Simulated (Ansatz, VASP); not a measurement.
# One calculation of NaCl, two programs

File INCAR:

```
ALGO = Normal ; EDIFF = 1E-7
EDIFFG = -0.01 ; ENCUT = 1130
GGA = PE ; GGA_COMPAT = F
IBRION = 2 ; ISIF = 3
ISMEAR = 0 ; LASPH = T
LCHARG = F ; LREAL = F
LWAVE = F ; NELM = 120
NELMIN = 4 ; NSW = 100
PREC = Accurate ; SIGMA = 0.02
```

The input KPOINTS:

```
k-points
0
Gamma
  6 6 6
```

The input POSCAR:

```
NaCl
1.0
    6.7585259434      0.0000000000      0.0000000000
   -3.3792629717      5.8530551591      0.0000000000
    0.0000000000      0.0000000000      5.0219971579
Na Cl
1 1
Direct
    0.0000000000      0.0000000000      0.5000000000
    0.0000000000      0.0000000000      0.0000000000
```

Input for Ansatz:

```yaml
crystal:
  lattice:
    - [6.7585259434, 0.0, 0.0]
    - [-3.3792629717, 5.8530551591, 0.0]
    - [0.0, 0.0, 5.0219971579]
  atoms:
    - { symbol: Na, position: [0.0, 0.0, 0.5] }
    - { symbol: Cl, position: [0.0, 0.0, 0.0] }
basis:
  ecutwfc: 420
kpoints:
  mp_grid: { grid: [6, 6, 6] }
hamiltonian:
  xc: pbe
scf:
  occupations: { method: gaussian, width: 0.02 }
output:
  forces: true
  stress: true
  eigenvalues: true
relax:
  adjacent_minimum: "off"
  f_tol: 0.01
  max_steps: 80
  cell: { stress_tol: 0.05 }
```

Alike in both runs: task relaxation of cell and atoms; functional PBE; k mesh 6 × 6 × 6; occupations gaussian, width 0.02 eV; no spin polarisation.

```csv
,VASP,Ansatz
version,VASP 6.6.1,Ansatz 0.2.0
potentials or method,"VASP PAW PBE potentials, release 64 (Na_sv, Cl), cutoff 1130 eV","scalar-relativistic, plane waves, PAW"
valence electrons in the cell,16,16
```

```csv
,VASP,Ansatz,Ansatz less VASP
"gap on the k mesh at the Fermi level, each at its own relaxed structure (eV)",4.36,4.38,+0.021
relaxed volume (Å³/atom),96.67,99.33,+2.661
relaxed length of the cell vector where the two differ most in proportion (Å),6.670,6.759,+0.0890
```
